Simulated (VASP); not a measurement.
Here is a VASP 6.6.1 calculation.

File INCAR:

```
SYSTEM = Zn2SnN
  PREC = Accurate
  ENCUT = 600
  EDIFF = 1E-7
  ISMEAR = 0
  SIGMA = 0.1
  LREAL = .FALSE.
  LASPH = .TRUE.
  NELM = 80
  ALGO = Normal
  ISIF = 3
  LWAVE = .FALSE.
  LCHARG = .FALSE.
  GGA = PE
  IBRION = 2
  NSW = 100
  EDIFFG = -0.01
```

KPOINTS

```
regular mesh
0
G
  18 18 6
  0 0 0
```

Contents of POSCAR:

```
Zn2SnN
1.0
    3.1617180338      0.0000000000      0.0000000000
   -1.5808590169      2.7381281369      0.0000000000
    0.0000000000      0.0000000000      7.3185637791
Zn Sn N
2 1 1
Direct
    0.3333333333      0.6666666667      0.6630469331
    0.3333333333      0.6666666667      0.3369530669
    0.0000000000      0.0000000000      0.0000000000
    0.6666666667      0.3333333333      0.5000000000
```

Potentials or basis: VASP PAW PBE potentials, release 64 (Zn, Sn_d, N).

The run is started by

```bash
$ cat potpaw_PBE.64/Zn/POTCAR potpaw_PBE.64/Sn_d/POTCAR potpaw_PBE.64/N/POTCAR > POTCAR
$ mpirun -np 1 vasp_std > vasp.out
```

**Question.** What does it give for the space group after relaxing (to 0.05 Å)?

**Answer.** P-6m2 (No. 187).

**Question.** Estimate the relaxed cell.

**Answer.** a = 3.174 Å, b = 3.174 Å, c = 7.294 Å, α = 90.00°, β = 90.00°, γ = 120.00°.

Forces in eV/Å, atoms in the order of the input:
```
Zn   0.000  0.000  0.008
Zn   0.000  0.000 -0.008
Sn   0.000  0.000  0.000
N    0.000  0.000  0.000
```
